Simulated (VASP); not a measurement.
# Ta2N (P-3m1) in VASP: vibrations by perturbation theory with PBEsol

Aim: the vibrations by perturbation theory of Ta2N with PBEsol.

Program: VASP 6.6.1. These are calculated values, not measurements. Logs are shortened: lines on timing, memory, paths and dates and some standing lists are left out, and cuts for length are marked.

### Step 1. The cell of the first run

The structure is trigonal, space group P-3m1 (No. 164). The conventional cell has a = 3.113 Å, b = 3.113 Å, c = 4.870 Å, α = 90.00°, β = 90.00°, γ = 120.00°. Within 3.2 Å of Ta (site symmetry 3m) lie 3 N at 2.18 Å and 12 Ta at 2.99 to 3.11 Å. Within 2.9 Å of N (site symmetry -3m) lie 6 Ta at 2.18 Å.

### Step 2. Vibrations by perturbation theory, PBEsol

File INCAR:

```
SYSTEM = Ta2N
PREC     = Accurate       ! precision mode
ENCUT    = 600            ! plane-wave cutoff, eV
EDIFF    = 1E-8           ! SCF threshold, eV
ISMEAR   = -1             ! smearing method
SIGMA    = 0.05           ! smearing width, eV
LREAL    = .False.        ! projectors in reciprocal space
LASPH    = .True.         ! aspherical terms in the spheres
NELM     = 120            ! most SCF steps
ALGO     = Normal         ! electronic algorithm
ISIF     = 2              ! what is computed and relaxed
LWAVE    = .False.        ! write WAVECAR
LCHARG   = .False.        ! write CHGCAR
GGA      = PS             ! functional
NBANDS   = 20             ! bands
IBRION   = 8              ! ionic algorithm
NSW      = 1              ! ionic steps
GGA_COMPAT= .False.
```

File KPOINTS:

```
Automatic mesh
0
Gamma
  7 7 5
  0 0 0
```

File POSCAR:

```
Ta2N
1.0
    3.1128615060      0.0000000000      0.0000000000
   -1.5564307530      2.6958171426      0.0000000000
    0.0000000000      0.0000000000      4.8698410000
Ta N
2 1
Direct
    0.3333333333      0.6666666667      0.2547110000
    0.6666666667      0.3333333333      0.7452890000
    0.0000000000      0.0000000000      0.0000000000
```

Potentials or basis: VASP PAW PBE potentials, release 64 (Ta_pv, N).

On the command line:

```console
> cat potpaw_PBE.64/Ta_pv/POTCAR potpaw_PBE.64/N/POTCAR > POTCAR
> mpirun -np 1 vasp_std > vasp.out
```

OUTCAR:

```text
SYSTEM = Ta2N
   PREC = Accurate
   ENCUT = 600
   EDIFF = 1E-8
   ISMEAR = -1
   LREAL = .False.
   LASPH = .True.
   NELM = 120
   ISIF = 2
   GGA = PS
   IBRION = 8
   NSW = 1

 ion  position               nearest neighbor table
   1  0.333  0.667  0.255-   3 2.18   3 2.18   3 2.18   2 2.99   2 2.99   2 2.99   2 3.06   2 3.06
                             2 3.06
   2  0.667  0.333  0.745-   3 2.18   3 2.18   3 2.18   1 2.99   1 2.99   1 2.99   1 3.06   1 3.06
                             1 3.06
   3  0.000  0.000  0.000-   1 2.18   2 2.18   1 2.18   2 2.18   2 2.18   1 2.18

  LATTYP: Found a hexagonal cell.
 ALAT       =     3.1128615060
 C/A-ratio  =     1.5644258476

  Lattice vectors:

 A1 = (   3.1128615060,   0.0000000000,   0.0000000000)
 A2 = (  -1.5564307530,   2.6958171426,   0.0000000000)
 A3 = (   0.0000000000,   0.0000000000,   4.8698410000)

Analysis of symmetry for initial positions (statically):
=====================================================================
 Subroutine PRICEL returns:
 Original cell was already a primitive cell.

 Routine SETGRP: Setting up the symmetry group for a
 hexagonal supercell.

 Subroutine GETGRP returns: Found 12 space group operations
 (whereof 12 operations were pure point group operations)
 out of a pool of 24 trial point group operations.

The static configuration has the point symmetry D_3d.

Analysis of symmetry for dynamics (positions and initial velocities):
=====================================================================
 Subroutine PRICEL returns:
 Original cell was already a primitive cell.

 Routine SETGRP: Setting up the symmetry group for a
 hexagonal supercell.

 Subroutine GETGRP returns: Found 12 space group operations
 (whereof 12 operations were pure point group operations)
 out of a pool of 24 trial point group operations.

The dynamic configuration has the point symmetry D_3d.

 Subroutine INISYM returns: Found 12 space group operations
 (whereof 12 operations are pure point group operations),
 and found     1 'primitive' translations

----------------------------------------------------------------------------------------

                                     Primitive cell

  volume of cell :      40.8663

  direct lattice vectors                    reciprocal lattice vectors
     3.112861506  0.000000000  0.000000000     0.321247829  0.185472520  0.000000000
    -1.556430753  2.695817143  0.000000000     0.000000000  0.370945041  0.000000000
     0.000000000  0.000000000  4.869841000     0.000000000  0.000000000  0.205345513

  length of vectors
     3.112861506  3.112861506  4.869841000     0.370945041  0.370945041  0.205345513

  position of ions in fractional coordinates (direct lattice)
     0.333333333  0.666666667  0.254711000
     0.666666667  0.333333333  0.745289000
     0.000000000  0.000000000  0.000000000

  ion indices of the primitive-cell ions
   primitive index   ion index
                 1           1
                 2           2
                 3           3

----------------------------------------------------------------------------------------

 KPOINTS: Automatic mesh

Automatic generation of k-mesh.
 Grid dimensions read from file:
 generate k-points for:    7    7    5

 Generating k-lattice:

[... 93 lines left out ...]
  energy-cutoff  :      600.00
  volume of cell :       40.87
 maximum number of plane-waves:      1387
 NGX is ok and might be reduce to    28
   NGX = 13   NGY = 13   NGZ = 19

--------------------------------------- Ionic step        1  -------------------------------------------

 number of electron      26.9999997 magnetization

 Free energy of the ion-electron system (eV)
  ---------------------------------------------------
  ext. energy  EPLUGINS =         0.00000000
  ---------------------------------------------------
  free energy    TOTEN  =       -36.44614905 eV

  energy without entropy =      -36.43291383  energy(sigma->0) =      -36.43953144

 E-fermi :   7.3383     XC(G=0): -12.9751

 val. band max:        7.3336310085   @ k =   0.0000   0.2857   0.4000
 cond. band min:       7.3516110456   @ k =   0.0000   0.2857   0.4000
 fundamental gap:      0.0179800371
 Fermi energy:         7.3383232491

 k-point     1 :       0.0000    0.0000    0.0000
  band No.  band energies     occupation
      1     -28.3295      2.00000
      2     -27.6103      2.00000
      3     -27.6103      2.00000
      4     -27.4840      2.00000
      5     -27.4840      2.00000
      6     -27.3671      2.00000
[... 541 lines left out ...]
     19      11.0783      0.00000
     20      12.1984      0.00000

 [... further k-points ...]

------------------------ aborting loop because EDIFF is reached ----------------------------------------

  FORCE on cell =-STRESS in cart. coord.  units (eV):
  Direction    XX          YY          ZZ          XY          YZ          ZX
  --------------------------------------------------------------------------------------
  -------------------------------------------------------------------------------------
  Total       -2.1063951     -2.1063951     -2.3368564      0.0000000      0.0000000      0.0000000
  in kB      -82.5820034    -82.5820034    -91.6173235      0.0000000      0.0000000      0.0000000
  external PRESSURE =     -85.5937768 kB  Pullay stress =       0.0000000 kB

 VOLUME and BASIS-vectors are now :
 -----------------------------------------------------------------------------
  energy-cutoff  :      600.00
  volume of cell :       40.87
      direct lattice vectors                 reciprocal lattice vectors
     3.112861506  0.000000000  0.000000000     0.321247829  0.185472520  0.000000000
    -1.556430753  2.695817143  0.000000000     0.000000000  0.370945041  0.000000000
     0.000000000  0.000000000  4.869841000     0.000000000  0.000000000  0.205345513

 POSITION                                       TOTAL-FORCE (eV/Angst)
 -----------------------------------------------------------------------------------
     -0.00000      1.79721      1.24040         0.000000      0.000000     -0.197340
      1.55643      0.89861      3.62944        -0.000000     -0.000000      0.197340
      0.00000      0.00000      0.00000         0.000000      0.000000      0.000000
 -----------------------------------------------------------------------------------
    total drift:                                0.000000     -0.000000     -0.000000

  FREE ENERGIE OF THE ION-ELECTRON SYSTEM (eV)
  ---------------------------------------------------
  free  energy   TOTEN  =       -36.4461490522 eV

  energy  without entropy=      -36.4329138341  energy(sigma->0) =      -36.43953144

[... ionic steps 2 to 9 ...]

--------------------------------------- Ionic step       10  -------------------------------------------

------------------------ aborting loop because EDIFF is reached ----------------------------------------

[... ionic steps 11 to 11 ...]

--------------------------------------- Ionic step       12  -------------------------------------------

 Free energy of the ion-electron system (eV)
  ---------------------------------------------------
  ---------------------------------------------------
  free energy    TOTEN  =        -0.24605648 eV

  energy without entropy =       -0.24605648

------------------------ aborting loop because EDIFF is reached ----------------------------------------

 INTERNAL STRAIN TENSOR  FOR ION    3  DIRECTION 3   (eV/Angst):
 -----------------------------------------------------------------------------
     0.01077  0.00000  0.00000
     0.00000  0.01077 -0.00000
     0.00000  0.00000 -0.01262

 INTERNAL STRAIN TENSOR FOR ION    3 for displacements in x,y,z  (eV/Angst):
          X           Y           Z          XY          YZ          ZX
  --------------------------------------------------------------------------------
  x     0.00000     0.00000     0.00000     0.00000     0.00000     0.00000
  y     0.00000     0.00000     0.00000     0.00000     0.00000     0.00000
  z     0.00000     0.00000     0.00000     0.00000     0.00000     0.00000

 SECOND DERIVATIVES (NOT SYMMETRIZED)
 ------------------------------------
               1X          1Y          1Z          2X          2Y          2Z          3X          3Y          3Z
  1X    -5.714026    0.000000    0.000000   -0.415007    0.000000    0.000000    6.129033    0.000000    0.000000
  1Y     0.000000   -5.714026   -0.000000    0.000000   -0.415007    0.000000    0.000000    6.129033    0.000000
  1Z     0.000000    0.000000  -12.717739    0.000000    0.000000    5.800667   -0.000000    0.000000    6.917071
  2X    -0.415007    0.000000    0.000000   -5.714026    0.000000    0.000000    6.129033    0.000000    0.000000
  2Y     0.000000   -0.415007    0.000000    0.000000   -5.714026   -0.000000    0.000000    6.129033    0.000000
  2Z     0.000000    0.000000    5.800667    0.000000    0.000000  -12.717739   -0.000000    0.000000    6.917071
  3X     5.786593    0.000000    0.000000    5.786593    0.000000    0.000000  -11.573186    0.000000    0.000000
  3Y     0.000000    5.786593    0.000000    0.000000    5.786593    0.000000    0.000000  -11.573186    0.000000
  3Z     0.000000   -0.000000    6.920046    0.000000   -0.000000    6.920046    0.000000    0.000000  -13.840093

 Eigenvectors and eigenvalues of the dynamical matrix
 ----------------------------------------------------

   1 f  =   15.840897 THz    99.531289 2PiTHz  528.395438 cm-1    65.512655 meV
             X         Y         Z           dx          dy          dz
     -0.000000  1.797211  1.240402     0.000000    0.000000   -0.136440
      1.556431  0.898606  3.629439     0.000000    0.000000   -0.136440
      0.000000  0.000000  0.000000     0.000000    0.000000    0.981208
[... 43 lines left out ...]
   9 f/i=    0.081075 THz     0.509412 2PiTHz    2.704387 cm-1     0.335301 meV
             X         Y         Z           dx          dy          dz
     -0.000000  1.797211  1.240402     0.691673    0.043503    0.000000
      1.556431  0.898606  3.629439     0.691673    0.043503   -0.000000
      0.000000  0.000000  0.000000     0.198086    0.012459    0.000000

--------------------------------------------------------------------------------------------------------

 ELASTIC MODULI CONTR FROM IONIC RELAXATION (kBar)
 Direction    XX          YY          ZZ          XY          YZ          ZX
 --------------------------------------------------------------------------------
 XX        -343.6704   -338.1517     31.8802      0.0000      1.5720     -0.0000
 YY        -338.1517   -343.6704     31.8802      0.0000     -1.5720     -0.0000
 ZZ          31.8802     31.8802     -2.9813     -0.0000      0.0000      0.0000
 XY           0.0000      0.0000     -0.0000     -2.7594     -0.0000     23.2210
 YZ           1.5720     -1.5720      0.0000     -0.0000     -0.8956      0.0000
 ZX          -0.0000     -0.0000      0.0000     23.2210      0.0000   -195.4128
 --------------------------------------------------------------------------------
```

It took 6.8 min on 1 thread of Oxide Virtual Turin-like, shared host; peak memory 0.36 GiB.

What came out:

```
Highest phonon frequency at Γ : 528 cm⁻¹
```

Phonon frequencies in cm⁻¹ (negative: imaginary):
| q point | frequencies |
| --- | --- |
| (0.000, 0.000, 0.000) | -3 -3 0 89 89 167 484 484 528 |

Caveat: the cell stands under pressure or tension, which shifts response properties; the PAW data sets were made with another functional, which shifts forces and pressure a little; spin-orbit coupling is left out, which moves the levels of the heavy elements.
